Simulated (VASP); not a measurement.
# NaH (Pm-3m) in VASP: vibrations by perturbation theory with PBEsol

Aim: the vibrations by perturbation theory of NaH with PBEsol.

Everything below comes from runs of VASP 6.6.1. Logs are shortened: lines on timing, memory, paths and dates and some standing lists are left out, and cuts for length are marked.

## Step 1: The cell of the first run

Symmetry: Pm-3m, No. 221, cubic system. Conventional cell: a = 2.955 Å, b = 2.955 Å, c = 2.955 Å, α = 90.00°, β = 90.00°, γ = 90.00°. Na (site symmetry m-3m) has 8 H at 2.56 Å and 6 Na at 2.96 Å within 3.4 Å. Within 3.4 Å of H (site symmetry m-3m) lie 8 Na at 2.56 Å and 6 H at 2.96 Å.

## Step 2: Vibrations by perturbation theory, PBEsol

Input file INCAR:

```
SYSTEM = NaH
PREC     = Accurate       ! precision mode
ENCUT    = 520            ! plane-wave cutoff, eV
EDIFF    = 1E-8           ! SCF threshold, eV
ISMEAR   = 0              ! smearing method
SIGMA    = 0.01           ! smearing width, eV
LREAL    = .False.        ! projectors in reciprocal space
LASPH    = .True.         ! aspherical terms in the spheres
NELM     = 80             ! most SCF steps
ALGO     = Normal         ! electronic algorithm
ISIF     = 2              ! what is computed and relaxed
LWAVE    = .False.        ! write WAVECAR
LCHARG   = .False.        ! write CHGCAR
GGA      = PS             ! functional
NBANDS   = 11             ! bands
IBRION   = 8              ! ionic algorithm
NSW      = 1              ! ionic steps
```

Input file KPOINTS:

```
Automatic mesh
0
Gamma
  6 6 6
  0 0 0
```

Input file POSCAR:

```
NaH
1.0
    2.9551200000      0.0000000000      0.0000000000
    0.0000000000      2.9551200000      0.0000000000
    0.0000000000      0.0000000000      2.9551200000
Na H
1 1
Direct
    0.0000000000      0.0000000000      0.0000000000
    0.5000000000      0.5000000000      0.5000000000
```

Potentials or basis: VASP PAW PBE potentials, release 64 (Na_pv, H).

Started as:

```console
$ cat potpaw_PBE.64/Na_pv/POTCAR potpaw_PBE.64/H/POTCAR > POTCAR
$ mpirun -np 1 vasp_std > vasp.out
```

OUTCAR:

```text
SYSTEM = NaH
   PREC = Accurate
   ENCUT = 520
   EDIFF = 1E-8
   ISMEAR = 0
   LREAL = .False.
   LASPH = .True.
   NELM = 80
   ISIF = 2
   GGA = PS
   IBRION = 8
   NSW = 1

 ion  position               nearest neighbor table
   1  0.000  0.000  0.000-
   2  0.500  0.500  0.500-

  LATTYP: Found a simple cubic cell.
 ALAT       =     2.9551200000

  Lattice vectors:

 A1 = (   2.9551200000,   0.0000000000,   0.0000000000)
 A2 = (   0.0000000000,   2.9551200000,   0.0000000000)
 A3 = (   0.0000000000,   0.0000000000,   2.9551200000)

Analysis of symmetry for initial positions (statically):
=====================================================================
 Subroutine PRICEL returns:
 Original cell was already a primitive cell.

 Routine SETGRP: Setting up the symmetry group for a
 simple cubic supercell.

 Subroutine GETGRP returns: Found 48 space group operations
 (whereof 48 operations were pure point group operations)
 out of a pool of 48 trial point group operations.

The static configuration has the point symmetry O_h .

Analysis of symmetry for dynamics (positions and initial velocities):
=====================================================================
 Subroutine PRICEL returns:
 Original cell was already a primitive cell.

 Routine SETGRP: Setting up the symmetry group for a
 simple cubic supercell.

 Subroutine GETGRP returns: Found 48 space group operations
 (whereof 48 operations were pure point group operations)
 out of a pool of 48 trial point group operations.

The dynamic configuration has the point symmetry O_h .

 Subroutine INISYM returns: Found 48 space group operations
 (whereof 48 operations are pure point group operations),
 and found     1 'primitive' translations

----------------------------------------------------------------------------------------

[... 433 lines left out ...]
  external PRESSURE =      -4.1440572 kB  Pullay stress =       0.0000000 kB

 VOLUME and BASIS-vectors are now :
 -----------------------------------------------------------------------------
  energy-cutoff  :      520.00
  volume of cell :       25.81
      direct lattice vectors                 reciprocal lattice vectors
     2.955120000  0.000000000  0.000000000     0.338395734  0.000000000  0.000000000
     0.000000000  2.955120000  0.000000000     0.000000000  0.338395734  0.000000000
     0.000000000  0.000000000  2.955120000     0.000000000  0.000000000  0.338395734

 POSITION                                       TOTAL-FORCE (eV/Angst)
 -----------------------------------------------------------------------------------
      0.00000      0.00000      0.00000         0.000000      0.000000      0.000000
      1.47756      1.47756      1.47756         0.000000      0.000000      0.000000
 -----------------------------------------------------------------------------------
    total drift:                                0.000000      0.000000      0.000000

  FREE ENERGIE OF THE ION-ELECTRON SYSTEM (eV)
  ---------------------------------------------------
  free  energy   TOTEN  =        -4.7860379123 eV

  energy  without entropy=       -4.7860379123  energy(sigma->0) =       -4.78603791

[... ionic steps 2 to 3 ...]

--------------------------------------- Ionic step        4  -------------------------------------------

------------------------ aborting loop because EDIFF is reached ----------------------------------------

[... ionic steps 5 to 6 ...]

--------------------------------------- Ionic step        7  -------------------------------------------

 Free energy of the ion-electron system (eV)
  ---------------------------------------------------
  ---------------------------------------------------
  free energy    TOTEN  =        -0.01680251 eV

  energy without entropy =       -0.01680251

------------------------ aborting loop because EDIFF is reached ----------------------------------------

 INTERNAL STRAIN TENSOR  FOR ION    2  DIRECTION 1   (eV/Angst):
 -----------------------------------------------------------------------------
    -0.00784  0.00000 -0.00000
    -0.00000  0.00258 -0.00000
     0.00000 -0.00000  0.00258

 INTERNAL STRAIN TENSOR FOR ION    2 for displacements in x,y,z  (eV/Angst):
          X           Y           Z          XY          YZ          ZX
  --------------------------------------------------------------------------------
  x     0.00000     0.00000     0.00000     0.00000     0.00000     0.00000
  y     0.00000     0.00000     0.00000     0.00000     0.00000     0.00000
  z     0.00000     0.00000     0.00000     0.00000     0.00000     0.00000

 SECOND DERIVATIVES (NOT SYMMETRIZED)
 ------------------------------------
               1X          1Y          1Z          2X          2Y          2Z
  1X    -0.451705    0.000000   -0.000000    0.451705    0.000000    0.000000
  1Y    -0.000000   -0.451705   -0.000000    0.000000    0.451705    0.000000
  1Z     0.000000   -0.000000   -0.451705   -0.000000    0.000000    0.451705
  2X     0.436146    0.000000   -0.000000   -0.436146   -0.000000    0.000000
  2Y     0.000000    0.436146   -0.000000   -0.000000   -0.436146    0.000000
  2Z     0.000000    0.000000    0.436146   -0.000000   -0.000000   -0.436146

 Eigenvectors and eigenvalues of the dynamical matrix
 ----------------------------------------------------

   1 f  =   10.554506 THz    66.315916 2PiTHz  352.060419 cm-1    43.649909 meV
             X         Y         Z           dx          dy          dz
      0.000000  0.000000  0.000000    -0.000000   -0.000000   -0.207650
      1.477560  1.477560  1.477560     0.000000    0.000000    0.978203
[... 21 lines left out ...]
   6 f/i=    0.037569 THz     0.236050 2PiTHz    1.253152 cm-1     0.155371 meV
             X         Y         Z           dx          dy          dz
      0.000000  0.000000  0.000000    -0.057451   -0.936289    0.277389
      1.477560  1.477560  1.477560    -0.012195   -0.198752    0.058883

--------------------------------------------------------------------------------------------------------

 ELASTIC MODULI CONTR FROM IONIC RELAXATION (kBar)
 Direction    XX          YY          ZZ          XY          YZ          ZX
 --------------------------------------------------------------------------------
 XX           0.0000      0.0000      0.0000      0.0000      0.0000      0.0000
 YY           0.0000      0.0000      0.0000      0.0000      0.0000      0.0000
 ZZ           0.0000      0.0000      0.0000      0.0000      0.0000      0.0000
 XY           0.0000      0.0000      0.0000      0.0000      0.0000      0.0000
 YZ           0.0000      0.0000      0.0000      0.0000      0.0000      0.0000
 ZX           0.0000      0.0000      0.0000      0.0000      0.0000      0.0000
 --------------------------------------------------------------------------------
```

OSZICAR:

```text
N       E                     dE             d eps       ncg     rms          rms(c)
DAV:   1     0.345238381484E+02    0.34524E+02   -0.44481E+03   440   0.734E+02
DAV:   2    -0.399089761275E+01   -0.38515E+02   -0.37773E+02   461   0.188E+02
[... 46 lines left out ...]
RMM:   6    -0.168034712249E-01    0.35350E-05   -0.10809E-07  1631   0.162E-03    0.164E-04
RMM:   7    -0.168023904210E-01    0.10808E-05   -0.84083E-08  1649   0.555E-04    0.215E-05
RMM:   8    -0.168024973711E-01   -0.10695E-06   -0.81603E-08  1663   0.326E-04    0.864E-06
RMM:   9    -0.168025146281E-01   -0.17257E-07   -0.81544E-08  1653   0.277E-04    0.270E-06
RMM:  10    -0.168025038073E-01    0.10821E-07   -0.81537E-08  1666   0.267E-04    0.308E-07
RMM:  11    -0.168025054754E-01   -0.16681E-08   -0.81548E-08  1228   0.264E-04    0.729E-08
 Linear response finished
```

stdout:

```text
POSCAR found type information on POSCAR NaH
 POSCAR found :  2 types and       2 ions
 scaLAPACK will be used
 -----------------------------------------------------------------------------
|                                                                             |
|                                                                             |
|     You enforced a specific xc type in the INCAR file but a different       |
|     I HOPE YOU KNOW WHAT YOU ARE DOING!                                     |
|                                                                             |
 -----------------------------------------------------------------------------

 LDA part: xc-table for (Slater+PW92), standard interpolation
 POSCAR, INCAR and KPOINTS ok, starting setup
 FFT: planning ... GRIDC
 FFT: planning ... GRID_SOFT
 FFT: planning ... GRID
 WAVECAR not read
 entering main loop
 Linear response reoptimize wavefunctions to high precision
 Linear response DOF=           2
 Linear response progress:
 first order change of Fermi-energy   0.29793E-03
 force on displaced ion       1 direction 1 :  -0.452  -0.000   0.000
 Linear response progress:
 first order change of Fermi-energy   0.61811E-03
 force on displaced ion       2 direction 1 :  -0.436   0.000   0.000
 Linear response finished
```

It took 17 s on 1 thread of Intel Xeon 6975P-C (Granite Rapids), shared host; peak memory 0.16 GiB.

What came out:

- Highest phonon frequency at Γ, LO-TO splitting left out: 352 cm⁻¹

Phonon frequencies in cm⁻¹ (negative: imaginary):
| q point | frequencies |
| --- | --- |
| (0.000, 0.000, 0.000) | -1 -1 -1 352 352 352 |

Caveat: the PAW data sets were made with another functional, which shifts forces and pressure a little.
